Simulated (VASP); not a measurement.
Na, 2 atoms in the cell. Symmetry: P6_3/mmc, No. 194, hexagonal system. Conventional cell: a = 2.991 Å, b = 2.991 Å, c = 4.893 Å, α = 90.00°, β = 90.00°, γ = 120.00°. Na (site symmetry -6m2) has 12 Na at 2.99 Å within 3.9 Å. 

```yaml
Program: VASP 6.6.1
Task: single point
Functional: LDA
Potentials_or_basis: VASP PAW LDA potentials, release 64 (Na_pv)
Cutoff: 520 eV
k_mesh: 14 × 14 × 8
Occupations: fermi-dirac, width 0.1 eV
Spin: no spin polarisation
Dipole_correction: no
Further_INCAR_settings: ALGO = Normal; EDIFF = 1e-07; NBANDS = 14
```

Potentials or basis: VASP PAW LDA potentials, release 64 (Na_pv).

Command:

```sh
$ cat potpaw_LDA.64/Na_pv/POTCAR > POTCAR
$ mpirun -np 1 vasp_std > vasp.out
```

Hardware: 1 thread of Intel(R) Xeon(R) 6975P-C (Granite Rapids) (shared host).

Q: Estimate the wall time of this run.

A: It took 13 s on 1 thread of Intel(R) Xeon(R) 6975P-C (Granite Rapids) (shared host), peak memory 0.16 GiB. Counts: scf iterations 10, k points 120.
